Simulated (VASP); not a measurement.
# HfSi3 (Pm-3m) in VASP: notebook

The runs below take HfSi3 through single point, with PBE.

Program: VASP 6.6.1. These are calculated values, not measurements. Logs are shortened: lines on timing, memory, paths and dates and some standing lists are left out, and cuts for length are marked.

## (1) The cell of the first run

The structure is cubic, space group Pm-3m (No. 221). The conventional cell has a = 3.924 Å, b = 3.924 Å, c = 3.924 Å, α = 90.00°, β = 90.00°, γ = 90.00°. Hf (site symmetry m-3m) has 12 Si at 2.77 Å within 3.7 Å. Si (site symmetry 4/mmm) has 4 Hf at 2.77 Å and 8 Si at 2.77 Å within 3.7 Å.

## (2) Single point, PBE

Contents of INCAR:

```
SYSTEM = HfSi3
PREC = Accurate ; ENCUT = 520
EDIFF = 1E-7 ; ISMEAR = 0
SIGMA = 0.1 ; LREAL = .FALSE.
LASPH = .TRUE. ; NELM = 100
ALGO = Normal ; ISIF = 2
LWAVE = .FALSE. ; LCHARG = .TRUE.
GGA = PE ; LELF = .TRUE.
LVHAR = .TRUE. ; NBANDS = 19
```

Contents of KPOINTS:

```
Automatic mesh
0
G
  4 4 4
  0 0 0
```

Contents of POSCAR:

```
HfSi3
1.0
    3.9235526600      0.0000000000      0.0000000000
    0.0000000000      3.9235526600      0.0000000000
    0.0000000000      0.0000000000      3.9235526600
Hf Si
1 3
Direct
    0.0000000000      0.0000000000      0.0000000000
    0.0000000000      0.5000000000      0.5000000000
    0.5000000000      0.0000000000      0.5000000000
    0.5000000000      0.5000000000      0.0000000000
```

Potentials or basis: VASP PAW PBE potentials, release 64 (Hf_pv, Si).

The run is started by

```
$ cat potpaw_PBE.64/Hf_pv/POTCAR potpaw_PBE.64/Si/POTCAR > POTCAR
$ mpirun -np 1 vasp_std > vasp.out
```

OUTCAR:

```text
SYSTEM = HfSi3
   PREC = Accurate
   ENCUT = 520
   EDIFF = 1E-7
   ISMEAR = 0
   LREAL = .FALSE.
   LASPH = .TRUE.
   NELM = 100
   ISIF = 2
   GGA = PE

 ion  position               nearest neighbor table
   1  0.000  0.000  0.000-   2 2.77   3 2.77   4 2.77   2 2.77   3 2.77   2 2.77   4 2.77   2 2.77
                             3 2.77   4 2.77   3 2.77   4 2.77
   2  0.000  0.500  0.500-   1 2.77   3 2.77   4 2.77   1 2.77   4 2.77   1 2.77   3 2.77   1 2.77
                             3 2.77   4 2.77   4 2.77   3 2.77
   3  0.500  0.000  0.500-   1 2.77   2 2.77   4 2.77   1 2.77   4 2.77   2 2.77   4 2.77   4 2.77
                             1 2.77   2 2.77   1 2.77   2 2.77
   4  0.500  0.500  0.000-   1 2.77   2 2.77   3 2.77   2 2.77   3 2.77   1 2.77   3 2.77   3 2.77
                             1 2.77   2 2.77   2 2.77   1 2.77

  LATTYP: Found a simple cubic cell.
 ALAT       =     3.9235526600

  Lattice vectors:

 A1 = (   3.9235526600,   0.0000000000,   0.0000000000)
 A2 = (   0.0000000000,   3.9235526600,   0.0000000000)
 A3 = (   0.0000000000,   0.0000000000,   3.9235526600)

Analysis of symmetry for initial positions (statically):
=====================================================================
 Subroutine PRICEL returns:
 Original cell was already a primitive cell.

 Routine SETGRP: Setting up the symmetry group for a
 simple cubic supercell.

 Subroutine GETGRP returns: Found 48 space group operations
 (whereof 48 operations were pure point group operations)
 out of a pool of 48 trial point group operations.

The static configuration has the point symmetry O_h .

Analysis of symmetry for dynamics (positions and initial velocities):
=====================================================================
 Subroutine PRICEL returns:
 Original cell was already a primitive cell.

 Routine SETGRP: Setting up the symmetry group for a
 simple cubic supercell.

 Subroutine GETGRP returns: Found 48 space group operations
 (whereof 48 operations were pure point group operations)
 out of a pool of 48 trial point group operations.

The dynamic configuration has the point symmetry O_h .

 Subroutine INISYM returns: Found 48 space group operations
 (whereof 48 operations are pure point group operations),
 and found     1 'primitive' translations

----------------------------------------------------------------------------------------

                                     Primitive cell

  volume of cell :      60.4002

  direct lattice vectors                    reciprocal lattice vectors
     3.923552660  0.000000000  0.000000000     0.254871054  0.000000000  0.000000000
     0.000000000  3.923552660  0.000000000     0.000000000  0.254871054  0.000000000
     0.000000000  0.000000000  3.923552660     0.000000000  0.000000000  0.254871054

  length of vectors
     3.923552660  3.923552660  3.923552660     0.254871054  0.254871054  0.254871054

  position of ions in fractional coordinates (direct lattice)
     0.000000000  0.000000000  0.000000000
     0.000000000  0.500000000  0.500000000
     0.500000000  0.000000000  0.500000000
     0.500000000  0.500000000  0.000000000

  ion indices of the primitive-cell ions
   primitive index   ion index
                 1           1
                 2           2
                 3           3
                 4           4

----------------------------------------------------------------------------------------

 KPOINTS: Automatic mesh

Automatic generation of k-mesh.
 Grid dimensions read from file:
 generate k-points for:    4    4    4

 Generating k-lattice:

  Cartesian coordinates                     Fractional coordinates (reciprocal lattice)
     0.063717763  0.000000000  0.000000000     0.250000000  0.000000000  0.000000000
     0.000000000  0.063717763  0.000000000     0.000000000  0.250000000  0.000000000
     0.000000000  0.000000000  0.063717763     0.000000000  0.000000000  0.250000000

  Length of vectors
     0.063717763  0.063717763  0.063717763

  Shift w.r.t. Gamma in fractional coordinates (k-lattice)
     0.000000000  0.000000000  0.000000000

 Subroutine IBZKPT returns following result:
 ===========================================

 Found     10 irreducible k-points:

 Following reciprocal coordinates:
            Coordinates               Weight
  0.000000  0.000000  0.000000      1.000000
  0.250000  0.000000  0.000000      6.000000
  0.500000  0.000000  0.000000      3.000000
  0.250000  0.250000  0.000000     12.000000
  0.500000  0.250000  0.000000     12.000000
  0.500000  0.500000  0.000000      3.000000
  0.250000  0.250000  0.250000      8.000000
  0.500000  0.250000  0.250000     12.000000
  0.500000  0.500000  0.250000      6.000000
  0.500000  0.500000  0.500000      1.000000
   k-points           NKPTS =     10   k-points in BZ     NKDIM =     10   number of bands    NBANDS=     19
   number of dos      NEDOS =    301   number of ions     NIONS =      4
   total plane-waves  NPLWV =  27000
   dimension x,y,z NGX =    30 NGY =   30 NGZ =   30
   dimension x,y,z NGXF=    60 NGYF=   60 NGZF=   60
   ions per type =               1   3
   NGX,Y,Z   is equivalent  to a cutoff of  12.71, 12.71, 12.71 a.u.
   NGXF,Y,Z  is equivalent  to a cutoff of  25.42, 25.42, 25.42 a.u.
 SYSTEM =  HfSi3
   PREC   = accura    normal or accurate (medium, high low for compatibility)
   ISTART =      0    job   : 0-new  1-cont  2-samecut
   ICHARG =      2    charge: 1-file 2-atom 10-const
   ISPIN  =      1    spin polarized calculation?
   LNONCOLLINEAR =      F non collinear calculations
   LSORBIT =      F    spin-orbit coupling
   LASPH  =      T    aspherical Exc in radial PAW
   ENCUT  =  520.0 eV  38.22 Ry    6.18 a.u.   7.30  7.30  7.30*2*pi/ulx,y,z
   NELM   =    100;   NELMIN=  2; NELMDL= -5     # of ELM steps
   EDIFF  = 0.1E-06   stopping-criterion for ELM
   LREAL  =      F    real-space projection
   EDIFFG = 0.1E-05   stopping-criterion for IOM
   NSW    =      0    number of steps for IOM
   IBRION =     -1    ionic relax: 0-MD 1-quasi-New 2-CG
   NFREE  =      0    steps in history (QN), initial steepest desc. (CG)
   ISIF   =      2    stress and relaxation
   ISYM   =      2    0-nonsym 1-usesym 2-fastsym
   POTIM  = 0.5000    time-step for ionic-motion
   TEBEG  =    0.0;   TEEND  =   0.0 temperature during run
   PSTRESS=    0.0 pullay stress
   NELECT =      22.0000    total number of electrons
   NUPDOWN=      -1.0000    fix difference up-down
   EMIN   =  10.00;   EMAX   =-10.00  energy-range for DOS
   EFERMI =   0.00;   METHOD = LEGACY
   ISMEAR =     0;   SIGMA  =   0.10  broadening in eV -4-tet -1-fermi 0-gaus
   EFERMI_NEDOS =   21; number of points for ismear=-14 and -15
   IALGO  =     38    algorithm
   IMIX   =      4    mixing-type and parameters
     AMIX     =   0.40;   BMIX     =  1.00
     AMIX_MAG =   1.60;   BMIX_MAG =  1.00
  volume/ion in A,a.u.               =      15.10       101.90
  Fermi-wavevector in a.u.,A,eV,Ry     =   1.169148  2.209370 18.597906  1.366908
  Thomas-Fermi vector in A             =   2.305625
   LORBIT       =      0    0 simple, 1 ext, 2 COOP (PROOUT), +10 PAW based schemes
   GGA     = PE    functional components
   LHFCALC =     F    Hartree Fock is set to
   AEXX    =    0.0000 exact exchange contribution
   IVDW    =     0    specifies the selected vdW correction
   LEPSILON=     F    determine dielectric tensor
   LRPA    =     F    only Hartree local field effects (RPA)
 non-spin polarized calculation
 Gauss-broadening in eV      SIGMA  =   0.10
  energy-cutoff  :      520.00
  volume of cell :       60.40
 maximum number of plane-waves:      1647
 NGX is ok and might be reduce to    30
   NGX = 15   NGY = 15   NGZ = 15

 number of electron      21.9999997 magnetization

 Free energy of the ion-electron system (eV)
  ---------------------------------------------------
  ext. energy  EPLUGINS =         0.00000000
  ---------------------------------------------------
  free energy    TOTEN  =       -26.46620130 eV

  energy without entropy =      -26.45277291  energy(sigma->0) =      -26.45948711

 E-fermi :   9.7958     XC(G=0): -11.5903

 val. band max:        9.7280443444   @ k =   0.2500   0.2500   0.2500
 cond. band min:       9.8361331197   @ k =   0.2500   0.0000   0.0000
 fundamental gap:      0.1080887754
 Fermi energy:         9.7958138150

 k-point     1 :       0.0000    0.0000    0.0000
  band No.  band energies     occupation
      1     -21.5086      2.00000
      2     -21.5086      2.00000
      3     -21.5086      2.00000
      4      -4.0457      2.00000
      5       3.5632      2.00000
      6       3.5632      2.00000
[... 11 lines left out ...]
     18      12.6603      0.00000
     19      16.0582      0.00000

 k-point     2 :       0.2500    0.0000    0.0000
  band No.  band energies     occupation
      1     -21.5446      2.00000
      2     -21.5054      2.00000
      3     -21.5054      2.00000
      4      -3.3849      2.00000
      5       1.2888      2.00000
      6       4.1314      2.00000
[... 11 lines left out ...]
     18      14.4055      0.00000
     19      14.5223      0.00000

 k-point     3 :       0.5000    0.0000    0.0000
  band No.  band energies     occupation
      1     -21.5802      2.00000
      2     -21.5023      2.00000
      3     -21.5023      2.00000
      4      -1.8041      2.00000
      5      -1.1710      2.00000
      6       5.1200      2.00000
[... 11 lines left out ...]
     18      15.6534      0.00000
     19      17.3415      0.00000

 k-point     4 :       0.2500    0.2500    0.0000
  band No.  band energies     occupation
      1     -21.5415      2.00000
      2     -21.5391      2.00000
      3     -21.5023      2.00000
      4      -2.7658      2.00000
      5       1.6639      2.00000
      6       1.8642      2.00000
[... 11 lines left out ...]
     18      14.9255      0.00000
     19      14.9958      0.00000

 k-point     5 :       0.5000    0.2500    0.0000
  band No.  band energies     occupation
      1     -21.5749      2.00000
      2     -21.5361      2.00000
      3     -21.4992      2.00000
      4      -1.3897      2.00000
      5      -0.4877      2.00000
      6       2.5492      2.00000
[... 11 lines left out ...]
     18      15.7018      0.00000
     19      16.3876      0.00000

 k-point     6 :       0.5000    0.5000    0.0000
  band No.  band energies     occupation
      1     -21.5696      2.00000
      2     -21.5696      2.00000
      3     -21.4961      2.00000
      4      -0.5795      2.00000
      5       0.8267      2.00000
      6       0.8267      2.00000
[... 11 lines left out ...]
     18      16.2438      0.00000
     19      17.0576      0.00000

 k-point     7 :       0.2500    0.2500    0.2500
  band No.  band energies     occupation
      1     -21.5385      2.00000
      2     -21.5350      2.00000
      3     -21.5350      2.00000
      4      -2.1878      2.00000
      5       1.8945      2.00000
      6       1.8945      2.00000
[... 11 lines left out ...]
     18      14.3292      0.00000
     19      14.8554      0.00000

 k-point     8 :       0.5000    0.2500    0.2500
  band No.  band energies     occupation
      1     -21.5697      2.00000
      2     -21.5331      2.00000
      3     -21.5310      2.00000
      4      -0.9516      2.00000
      5       0.0676      2.00000
      6       2.2073      2.00000
[... 11 lines left out ...]
     18      15.5145      0.00000
     19      15.5931      0.00000

 k-point     9 :       0.5000    0.5000    0.2500
  band No.  band energies     occupation
      1     -21.5646      2.00000
      2     -21.5646      2.00000
      3     -21.5280      2.00000
      4      -0.0418      2.00000
      5       0.9343      2.00000
      6       0.9343      2.00000
[... 11 lines left out ...]
     18      16.2510      0.00000
     19      16.2514      0.00000

 k-point    10 :       0.5000    0.5000    0.5000
  band No.  band energies     occupation
      1     -21.5595      2.00000
      2     -21.5595      2.00000
      3     -21.5595      2.00000
      4       1.0613      2.00000
      5       1.0613      2.00000
      6       1.0613      2.00000
[... 11 lines left out ...]
     18      17.0077      0.00000
     19      17.0077      0.00000

------------------------ aborting loop because EDIFF is reached ----------------------------------------

  FORCE on cell =-STRESS in cart. coord.  units (eV):
  Direction    XX          YY          ZZ          XY          YZ          ZX
  --------------------------------------------------------------------------------------
  -------------------------------------------------------------------------------------
  Total        1.3093177      1.3093177      1.3093177      0.0000000     -0.0000000     -0.0000000
  in kB       34.7309906     34.7309906     34.7309906      0.0000000     -0.0000000     -0.0000000
  external PRESSURE =      34.7309906 kB  Pullay stress =       0.0000000 kB

 VOLUME and BASIS-vectors are now :
 -----------------------------------------------------------------------------
  energy-cutoff  :      520.00
  volume of cell :       60.40
      direct lattice vectors                 reciprocal lattice vectors
     3.923552660  0.000000000  0.000000000     0.254871054  0.000000000  0.000000000
     0.000000000  3.923552660  0.000000000     0.000000000  0.254871054  0.000000000
     0.000000000  0.000000000  3.923552660     0.000000000  0.000000000  0.254871054

 POSITION                                       TOTAL-FORCE (eV/Angst)
 -----------------------------------------------------------------------------------
      0.00000      0.00000      0.00000         0.000000      0.000000      0.000000
      0.00000      1.96178      1.96178         0.000000      0.000000      0.000000
      1.96178      0.00000      1.96178         0.000000      0.000000      0.000000
      1.96178      1.96178      0.00000         0.000000      0.000000      0.000000
 -----------------------------------------------------------------------------------
    total drift:                               -0.000000     -0.000000      0.000000

  FREE ENERGIE OF THE ION-ELECTRON SYSTEM (eV)
  ---------------------------------------------------
  free  energy   TOTEN  =       -26.4662013021 eV

  energy  without entropy=      -26.4527729084  energy(sigma->0) =      -26.45948711
```

It took 16 s on 1 thread of AMD EPYC 7R13 (Zen 3), shared host; peak memory 0.14 GiB.

Results:

* Free energy: -26.4662 eV
* Pressure: 3.5 GPa
* Band gap on the k mesh: zero (band 11 reaches 10.56 eV, above the bottom of band 12 at 8.74 eV)

Caveat: the k points lie up to 0.40 Å⁻¹ apart; spin-orbit coupling is left out, which moves the levels of the heavy elements.

## (3) Single point, PBE

This run uses another cell than the first one, of 15.69 Å³/atom, 1.039 times its volume.

Contents of INCAR:

```
PREC = Accurate ; ENCUT = 520
EDIFF = 1E-7 ; ISMEAR = 0
SIGMA = 0.1 ; LREAL = False
LASPH = True ; NELM = 60
ALGO = Normal ; ISIF = 2
LWAVE = False ; LCHARG = True
GGA = PE ; LELF = True
LVHAR = True ; NBANDS = 19
```

Contents of KPOINTS:

```
regular mesh
0
Gamma
  12 12 12
```

Contents of POSCAR:

```
HfSi3
1.0
    3.9740457874      0.0000000000      0.0000000000
    0.0000000000      3.9740457874      0.0000000000
    0.0000000000      0.0000000000      3.9740457874
Hf Si
1 3
Direct
    0.0000000000      0.0000000000      0.0000000000
    0.0000000000      0.5000000000      0.5000000000
    0.5000000000      0.0000000000      0.5000000000
    0.5000000000      0.5000000000      0.0000000000
```

Potentials or basis: VASP PAW PBE potentials, release 64 (Hf_pv, Si).

The run is started by

```
$ cat potpaw_PBE.64/Hf_pv/POTCAR potpaw_PBE.64/Si/POTCAR > POTCAR
$ mpirun -np 1 vasp_std > vasp.out
```

Run time: 99 s. Hardware: 1 thread of AMD EPYC 7R13 (Zen 3), shared host; peak memory 0.2 GiB.

Results (log left out):

```
Free energy            : -26.4233 eV
Pressure               : -0.2 GPa
Band gap on the k mesh : zero (band 11 reaches 10.05 eV, above the bottom of band 12 at 8.15 eV)
```

Levels at points of the mesh, in eV from the Fermi level:
```
           k point  band 8  band 9  band 10  band 11  band 12  band 13  band 14  band 15
(0.00, 0.00, 0.00)   -4.20   -4.20    -0.16    -0.04    -0.04    -0.04     2.12     2.12
(0.50, 0.00, 0.00)   -3.92   -3.63    -1.13    -1.13    -0.24     0.29     0.49     2.85
(0.50, 0.50, 0.00)   -3.05   -3.05    -1.11    -0.96     0.70     0.70     0.93     1.68
(0.50, 0.50, 0.50)   -5.03   -5.03    -5.03    -1.00     2.17     2.17     3.98     3.98
```

Caveat: spin-orbit coupling is left out, which moves the levels of the heavy elements.
